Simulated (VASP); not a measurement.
# Bi (Fm-3m) in VASP: further runs

Runs on Bi. Level: PBE. Tasks: relaxation of cell and atoms.

Everything below comes from runs of VASP 6.6.1. Logs are shortened: lines on timing, memory, paths and dates and some standing lists are left out, and cuts for length are marked.

### 1 The cell of the first run

The structure is cubic, space group Fm-3m (No. 225). Conventional cell: a = 4.218 Å, b = 4.218 Å, c = 4.218 Å, α = 90.00°, β = 90.00°, γ = 90.00°. Bi (site symmetry m-3m) has 12 Bi at 2.98 Å within 3.9 Å.

This isn't the form of Bi at room conditions, which is rhombohedral.

### 2 Relaxation of cell and atoms, PBE, target pressure 92 GPa, at which the enthalpy is minimised

Contents of INCAR:

```
SYSTEM = Bi
PREC = Accurate ; ENCUT = 600
EDIFF = 1E-6 ; ISMEAR = -1
SIGMA = 0.08 ; LREAL = .FALSE.
LASPH = .TRUE. ; NELM = 60
ALGO = Normal ; ISIF = 3
LWAVE = .FALSE. ; LCHARG = .FALSE.
GGA = PE ; IBRION = 2
NSW = 60 ; EDIFFG = -0.005
PSTRESS = 920.0
```

Contents of KPOINTS:

```
Automatic mesh
0
G
  16 16 16
  0 0 0
```

Contents of POSCAR:

```
Bi
1.0
    0.0000000000      2.1091311128      2.1091311128
    2.1091311128      0.0000000000      2.1091311128
    2.1091311128      2.1091311128      0.0000000000
Bi
1
Direct
    0.0000000000      0.0000000000      0.0000000000
```

Potentials or basis: VASP PAW PBE potentials, release 64 (Bi_d).

Started as:

```bash
> cat potpaw_PBE.64/Bi_d/POTCAR > POTCAR
> mpirun -np 1 vasp_std > vasp.out
```

OUTCAR:

```text
SYSTEM = Bi
   PREC = Accurate
   ENCUT = 600
   EDIFF = 1E-6
   ISMEAR = -1
   LREAL = .FALSE.
   LASPH = .TRUE.
   NELM = 60
   ISIF = 3
   GGA = PE
   IBRION = 2
   NSW = 60
   EDIFFG = -0.005
   PSTRESS = 920.0

 ion  position               nearest neighbor table
   1  0.000  0.000  0.000-

  LATTYP: Found a face centered cubic cell.
 ALAT       =     4.2182622256

  Lattice vectors:

 A1 = (   0.0000000000,   2.1091311128,   2.1091311128)
 A2 = (   2.1091311128,   0.0000000000,   2.1091311128)
 A3 = (   2.1091311128,   2.1091311128,   0.0000000000)

Analysis of symmetry for initial positions (statically):
=====================================================================
 Subroutine PRICEL returns:
 Original cell was already a primitive cell.

 Routine SETGRP: Setting up the symmetry group for a
 face centered cubic supercell.

 Subroutine GETGRP returns: Found 48 space group operations
 (whereof 48 operations were pure point group operations)
 out of a pool of 48 trial point group operations.

The static configuration has the point symmetry O_h .

Analysis of symmetry for dynamics (positions and initial velocities):
=====================================================================
 Subroutine PRICEL returns:
 Original cell was already a primitive cell.

 Routine SETGRP: Setting up the symmetry group for a
 face centered cubic supercell.

 Subroutine GETGRP returns: Found 48 space group operations
 (whereof 48 operations were pure point group operations)
 out of a pool of 48 trial point group operations.

The dynamic configuration has the point symmetry O_h .

 Subroutine INISYM returns: Found 48 space group operations
 (whereof 48 operations are pure point group operations),
 and found     1 'primitive' translations

----------------------------------------------------------------------------------------

                                     Primitive cell

  volume of cell :      18.7647

  direct lattice vectors                    reciprocal lattice vectors
     0.000000000  2.109131113  2.109131113    -0.237064447  0.237064447  0.237064447
     2.109131113  0.000000000  2.109131113     0.237064447 -0.237064447  0.237064447
     2.109131113  2.109131113  0.000000000     0.237064447  0.237064447 -0.237064447

  length of vectors
     2.982761825  2.982761825  2.982761825     0.410607666  0.410607666  0.410607666

  position of ions in fractional coordinates (direct lattice)
     0.000000000  0.000000000  0.000000000

  ion indices of the primitive-cell ions
   primitive index   ion index
                 1           1

----------------------------------------------------------------------------------------

 KPOINTS: Automatic mesh

Automatic generation of k-mesh.
 Grid dimensions read from file:
 generate k-points for:   16   16   16

 Generating k-lattice:

  Cartesian coordinates                     Fractional coordinates (reciprocal lattice)
    -0.014816528  0.014816528  0.014816528     0.062500000  0.000000000  0.000000000
     0.014816528 -0.014816528  0.014816528     0.000000000  0.062500000  0.000000000
     0.014816528  0.014816528 -0.014816528     0.000000000  0.000000000  0.062500000

  Length of vectors
     0.025662979  0.025662979  0.025662979

  Shift w.r.t. Gamma in fractional coordinates (k-lattice)
     0.000000000  0.000000000  0.000000000

 Subroutine IBZKPT returns following result:
 ===========================================

 Found    145 irreducible k-points:

 Following reciprocal coordinates:
            Coordinates               Weight
  0.000000  0.000000  0.000000      1.000000
  0.062500  0.000000  0.000000      8.000000
  0.125000  0.000000  0.000000      8.000000
  0.187500  0.000000  0.000000      8.000000
  0.250000  0.000000  0.000000      8.000000
  0.312500  0.000000  0.000000      8.000000
[... 16 lines left out ...]
 -0.125000  0.062500  0.000000     24.000000
 -0.062500  0.062500  0.000000     12.000000
 [... further k-points ...]
   k-points           NKPTS =    145   k-points in BZ     NKDIM =    145   number of bands    NBANDS=     11
   number of dos      NEDOS =    301   number of ions     NIONS =      1
   total plane-waves  NPLWV =  13824
   dimension x,y,z NGX =    24 NGY =   24 NGZ =   24
   dimension x,y,z NGXF=    48 NGYF=   48 NGZF=   48
   ions per type =               1
   NGX,Y,Z   is equivalent  to a cutoff of  13.38, 13.38, 13.38 a.u.
   NGXF,Y,Z  is equivalent  to a cutoff of  26.75, 26.75, 26.75 a.u.
 SYSTEM =  Bi
   PREC   = accura    normal or accurate (medium, high low for compatibility)
   ISTART =      0    job   : 0-new  1-cont  2-samecut
   ICHARG =      2    charge: 1-file 2-atom 10-const
   ISPIN  =      1    spin polarized calculation?
   LNONCOLLINEAR =      F non collinear calculations
   LSORBIT =      F    spin-orbit coupling
   LASPH  =      T    aspherical Exc in radial PAW
   ENCUT  =  600.0 eV  44.10 Ry    6.64 a.u.   5.96  5.96  5.96*2*pi/ulx,y,z
   NELM   =     60;   NELMIN=  2; NELMDL= -5     # of ELM steps
   EDIFF  = 0.1E-05   stopping-criterion for ELM
   LREAL  =      F    real-space projection
   EDIFFG = -.5E-02   stopping-criterion for IOM
   NSW    =     60    number of steps for IOM
   IBRION =      2    ionic relax: 0-MD 1-quasi-New 2-CG
   NFREE  =      1    steps in history (QN), initial steepest desc. (CG)
   ISIF   =      3    stress and relaxation
   ISYM   =      2    0-nonsym 1-usesym 2-fastsym
   POTIM  = 0.5000    time-step for ionic-motion
   TEBEG  =    0.0;   TEEND  =   0.0 temperature during run
   PSTRESS=  920.0 pullay stress
   NELECT =      15.0000    total number of electrons
   NUPDOWN=      -1.0000    fix difference up-down
   EMIN   =  10.00;   EMAX   =-10.00  energy-range for DOS
   EFERMI =   0.00;   METHOD = LEGACY
   ISMEAR =    -1;   SIGMA  =   0.08  broadening in eV -4-tet -1-fermi 0-gaus
   EFERMI_NEDOS =   21; number of points for ismear=-14 and -15
   IALGO  =     38    algorithm
   IMIX   =      4    mixing-type and parameters
     AMIX     =   0.40;   BMIX     =  1.00
     AMIX_MAG =   1.60;   BMIX_MAG =  1.00
  volume/ion in A,a.u.               =      18.76       126.63
  Fermi-wavevector in a.u.,A,eV,Ry     =   1.519352  2.871159 31.408095  2.308430
  Thomas-Fermi vector in A             =   2.628349
   LORBIT       =      0    0 simple, 1 ext, 2 COOP (PROOUT), +10 PAW based schemes
   GGA     = PE    functional components
   LHFCALC =     F    Hartree Fock is set to
   AEXX    =    0.0000 exact exchange contribution
   IVDW    =     0    specifies the selected vdW correction
   LEPSILON=     F    determine dielectric tensor
   LRPA    =     F    only Hartree local field effects (RPA)
 conjugate gradient relaxation of ions
 non-spin polarized calculation
  energy-cutoff  :      600.00
  volume of cell :       18.76
 maximum number of plane-waves:       639
   NGX = 11   NGY = 11   NGZ = 11

--------------------------------------- Ionic step        1  -------------------------------------------

 number of electron      15.0000001 magnetization

 Free energy of the ion-electron system (eV)
  ---------------------------------------------------
  ext. energy  EPLUGINS =         0.00000000
  ---------------------------------------------------
  free energy    TOTEN  =        -1.42066023 eV

  energy without entropy =       -1.40865233  energy(sigma->0) =       -1.41465628

------------------------ aborting loop because EDIFF is reached ----------------------------------------

  FORCE on cell =-STRESS in cart. coord.  units (eV):
  Direction    XX          YY          ZZ          XY          YZ          ZX
  --------------------------------------------------------------------------------------
  -------------------------------------------------------------------------------------
  Total       10.8262270     10.8262270     10.8262270      0.0000000     -0.0000000     -0.0000000
  in kB      924.3724223    924.3724223    924.3724223      0.0000000     -0.0000000     -0.0000000
  external PRESSURE =       4.3724223 kB  Pullay stress =     920.0000000 kB
[... 59 lines left out ...]
  enthalpy is  TOTEN    =         9.3552168975 eV   P V=       10.8550735122

--------------------------------------- Ionic step        3  -------------------------------------------

 number of electron      15.0000001 magnetization

 Free energy of the ion-electron system (eV)
  ---------------------------------------------------
  ext. energy  EPLUGINS =         0.00000000
  ---------------------------------------------------
  free energy    TOTEN  =        -1.43306864 eV

  energy without entropy =       -1.42105743  energy(sigma->0) =       -1.42706304

 E-fermi :  16.1073     XC(G=0): -12.9492

 val. band max:       16.0564412540   @ k =  -0.3750   0.1875   0.0000
 cond. band min:      16.1119636308   @ k =   0.4375   0.3125   0.0625
 fundamental gap:      0.0555223768
 Fermi energy:        16.1072970624

 k-point     1 :       0.0000    0.0000    0.0000
  band No.  band energies     occupation
      1      -7.9771      2.00000
      2      -7.9771      2.00000
      3      -7.9771      2.00000
      4      -7.6078      2.00000
      5      -7.6078      2.00000
      6      -2.4628      2.00000
      7      24.0272      0.00000
      8      24.7759      0.00000
      9      24.7759      0.00000
     10      24.7759      0.00000
     11      30.3401      0.00000
[... 309 lines left out ...]
 k-point    24 :      -0.0625    0.0625    0.0000
  band No.  band energies     occupation
      1      -7.9876      2.00000
      2      -7.9456      2.00000
      3      -7.9312      2.00000
      4      -7.6269      2.00000
      5      -7.5960      2.00000
      6      -2.1551      2.00000
      7      22.3903      0.00000
      8      22.7820      0.00000
      9      24.6521      0.00000
     10      25.1321      0.00000
     11      29.4521      0.00000

 [... further k-points ...]

------------------------ aborting loop because EDIFF is reached ----------------------------------------

  FORCE on cell =-STRESS in cart. coord.  units (eV):
  Direction    XX          YY          ZZ          XY          YZ          ZX
  --------------------------------------------------------------------------------------
  -------------------------------------------------------------------------------------
  Total       10.7897176     10.7897176     10.7897176     -0.0000000      0.0000000     -0.0000000
  in kB      920.1982250    920.1982250    920.1982250     -0.0000000      0.0000000     -0.0000000
  external PRESSURE =       0.1982250 kB  Pullay stress =     920.0000000 kB
[... 16 lines left out ...]
  FREE ENERGIE OF THE ION-ELECTRON SYSTEM (eV)
  ---------------------------------------------------
  free  energy   TOTEN  =        -1.4330686438 eV

  energy  without entropy=       -1.4210574330  energy(sigma->0) =       -1.42706304

  enthalpy is  TOTEN    =         9.3543246982 eV   P V=       10.7873933419

 reached required accuracy - stopping structural energy minimisation
```

Run time: 58 s. Hardware: 1 thread of Intel Xeon 8259CL, shared host; peak memory 0.17 GiB.

Results:

* Free energy: -1.4331 eV
* Relaxed volume: 18.79 Å³/atom
* Relaxed cell: a = 2.984 Å, b = 2.984 Å, c = 2.984 Å, α = 60.00°, β = 60.00°, γ = 60.00°
* Space group after relaxing (to 0.1 Å): Fm-3m (No. 225)
* Energy change on relaxing (the run minimises the enthalpy): -12.4 meV/atom
* Ionic steps: 3
* Pressure after relaxing: 92.0 GPa
* Band gap on the k mesh: zero (an odd number of electrons rules out a gap without spin polarisation)

Step by step:
```csv
step,energy change (eV),largest force (eV/Å),pressure (GPa),volume (Å³)
1,0.0000,0.0000,92.44,18.76
2,-0.0792,0.0000,89.58,18.90
3,-0.0124,0.0000,92.02,18.79
```

Final structure:
```
CELL_PARAMETERS angstrom
0.00000 2.10994 2.10994
2.10994 0.00000 2.10994
2.10994 2.10994 0.00000
ATOMIC_POSITIONS crystal
Bi 0.00000 0.00000 0.00000
```

Levels at points of the mesh, in eV from the Fermi level:
| k point | band 5 | band 6 | band 7 | band 8 | band 9 | band 10 |
| --- | --- | --- | --- | --- | --- | --- |
| (0.00, 0.00, 0.00) | -23.72 | -18.57 | 7.92 | 8.67 | 8.67 | 8.67 |
| (0.50, 0.00, 0.00) | -23.39 | -12.02 | -9.18 | 5.78 | 5.78 | 7.53 |
| (0.50, 0.50, 0.00) | -23.31 | -9.39 | -7.78 | 0.08 | 0.08 | 4.99 |

Caveat: the cell is relaxed towards a set pressure, so the run minimises the enthalpy, not the energy; spin-orbit coupling is left out, which moves the levels of the heavy elements.

### 3 Relaxation of cell and atoms, PBE, target pressure 92 GPa, at which the enthalpy is minimised

Contents of INCAR:

```
PREC     = Accurate       # precision mode
ENCUT    = 600            # plane-wave cutoff, eV
EDIFF    = 1E-6           # SCF threshold, eV
ISMEAR   = -1             # smearing method
SIGMA    = 0.08           # smearing width, eV
LREAL    = F              # projectors in reciprocal space
LASPH    = T              # aspherical terms in the spheres
NELM     = 60             # most SCF steps
ALGO     = Normal         # electronic algorithm
ISIF     = 3              # what is computed and relaxed
LWAVE    = F              # write WAVECAR
LCHARG   = F              # write CHGCAR
GGA      = PE             # functional
IBRION   = 2              # ionic algorithm
NSW      = 32             # ionic steps
EDIFFG   = -0.005         # ionic threshold
PSTRESS  = 920.0
```

Contents of KPOINTS:

```
regular mesh
0
Gamma
  16 16 16
```

Contents of POSCAR:

```
Bi
1.0
    0.0000000000      2.1099057887      2.1099057887
    2.1099057887      0.0000000000      2.1099057887
    2.1099057887      2.1099057887      0.0000000000
Bi
1
Direct
    0.0000000000      0.0000000000      0.0000000000
```

Potentials or basis: VASP PAW PBE potentials, release 64 (Bi_d).

Started as:

```bash
> cat potpaw_PBE.64/Bi_d/POTCAR > POTCAR
> mpirun -np 1 vasp_std > vasp.out
```

It took 29 s on 1 thread of Intel Xeon 8259CL, shared host; peak memory 0.16 GiB.

The run converged. Its results:

```
Free energy             : -1.4326 eV
Pressure after relaxing : 92.0 GPa
Band gap on the k mesh  : zero (an odd number of electrons rules out a gap without spin polarisation)
```

Final structure:
```
Bi
1.0
     0.00000    2.10991    2.10991
     2.10991    0.00000    2.10991
     2.10991    2.10991    0.00000
Bi
1
Direct
  0.00000 0.00000 0.00000
```

Levels at points of the mesh, in eV from the Fermi level:
```tsv
k point	band 4	band 5	band 6	band 7	band 8	band 9	band 10	band 11
(0.00, 0.00, 0.00)	-23.72	-23.72	-18.57	7.92	8.67	8.67	8.67	14.23
(0.50, 0.00, 0.00)	-23.39	-23.39	-12.02	-9.18	5.78	5.78	7.53	11.92
(0.50, 0.50, 0.00)	-23.31	-23.31	-9.39	-7.78	0.08	0.08	4.99	6.13
```

Caveat: the relaxation stopped at its first step, so nothing moved; the cell is relaxed towards a set pressure, so the run minimises the enthalpy, not the energy; spin-orbit coupling is left out, which moves the levels of the heavy elements.
